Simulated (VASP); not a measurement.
A run of VASP 6.6.1:

The input INCAR:

```
  ALGO = Normal
  DIPOL = 0.5 0.5 0.300
  EDIFF = 1E-6
  ENCUT = 520
  GGA = PE
  IDIPOL = 3
  ISIF = 2
  ISMEAR = 0
  LASPH = True
  LCHARG = False
  LDIPOL = True
  LREAL = Auto
  LWAVE = False
  NBANDS = 44
  NELM = 60
  PREC = Accurate
  SIGMA = 0.1
```

KPOINTS

```
k-points
0
Gamma
  5 3 1
```

File POSCAR:

```
Al9H
1.0
    5.7086446660      0.0000000000      0.0000000000
   -1.4271611665      9.7033329366      0.0000000000
    0.0000000000      0.0000000000     22.7902708839
Al H
18 2
Direct
    0.2662242802      0.0648971207      0.1755134908
    0.7662242802      0.0648971207      0.1755134908
    0.3354843969      0.3419375876      0.2192156219
    0.8354843969      0.3419375876      0.2192156219
    0.1493364202      0.5973456810      0.2279560482
    0.6493364202      0.5973456810      0.2279560482
    0.4631884436      0.8527537744      0.2366964744
    0.9631884436      0.8527537744      0.2366964744
    0.0319869115      0.1277383811      0.2808269846
    0.5319869115      0.1277383811      0.2808269846
    0.0997952748      0.4042696946      0.3301089530
    0.5997952748      0.4042696946      0.3301089530
    0.4144272444      0.6597110304      0.3369829646
    0.9144272444      0.6597110304      0.3369829646
    0.2263180843      0.9111292163      0.3449343063
    0.7263180843      0.9111292163      0.3449343063
    0.2962616061      0.1814597108      0.3857027821
    0.7962616061      0.1814597108      0.3857027821
    0.6062804321      0.3304204432      0.4616123669
    0.6062804321      0.5189453154      0.4616123669
```

Potentials or basis: VASP PAW PBE potentials, release 64 (Al, H).

Command:

```bash
$ cat potpaw_PBE.64/Al/POTCAR potpaw_PBE.64/H/POTCAR > POTCAR
$ mpirun -np 1 vasp_std > vasp.out
```

Hardware: 1 thread of Intel(R) Xeon(R) 6975P-C (Granite Rapids), on a shared host.

Task: How long does it take, and how much memory?

Result: Wall time 12 min on 1 thread of Intel(R) Xeon(R) 6975P-C (Granite Rapids), on a shared host, peak memory 1.2 GiB. Counts: scf iterations 25, k points 8.
